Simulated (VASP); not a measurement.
# TiC: single point with PBE

The system is TiC.

```xyz
2
Lattice="3.0429 0.0000 0.0000 -1.5214 2.6352 0.0000 0.0000 0.0000 2.6968" Properties=species:S:1:pos:R:3 pbc="T T T"
Ti    0.0000    1.7568    1.3484
C     1.5214    0.8784    0.0000
```

```json
{
  "Program": "VASP 6.6.1",
  "Task": "single point",
  "Functional": "PBE",
  "Potentials or basis": "VASP PAW PBE potentials, release 64 (Ti_sv, C)",
  "Cutoff": "520 eV",
  "k mesh": "12 × 12 × 14",
  "Occupations": "gaussian, width 0.01 eV",
  "Spin": "no spin polarisation"
}
```

```json
{"Pressure": "0.1 GPa", "Band gap on the k mesh": "zero (band 8 reaches 8.62 eV, above the bottom of band 9 at 8.55 eV)"}
```

Levels at points of the mesh, in eV from the Fermi level:
| k point | band 6 | band 7 | band 8 | band 9 | band 10 | band 11 |
| --- | --- | --- | --- | --- | --- | --- |
| (0.00, 0.00, 0.00) | -1.56 | -1.56 | -0.92 | 2.34 | 3.37 | 3.37 |
| (0.50, 0.00, 0.00) | -4.83 | -0.72 | -0.26 | 0.25 | 3.07 | 3.50 |
| (0.00, 0.00, 0.50) | -5.57 | -0.48 | -0.48 | 1.17 | 1.17 | 4.74 |
| (0.50, 0.00, 0.50) | -3.98 | -2.53 | -2.19 | 1.52 | 3.31 | 4.38 |

Wall time 27 s on 1 thread of AMD EPYC 9R14 (Zen 4), with other jobs on the host, peak memory 0.14 GiB.
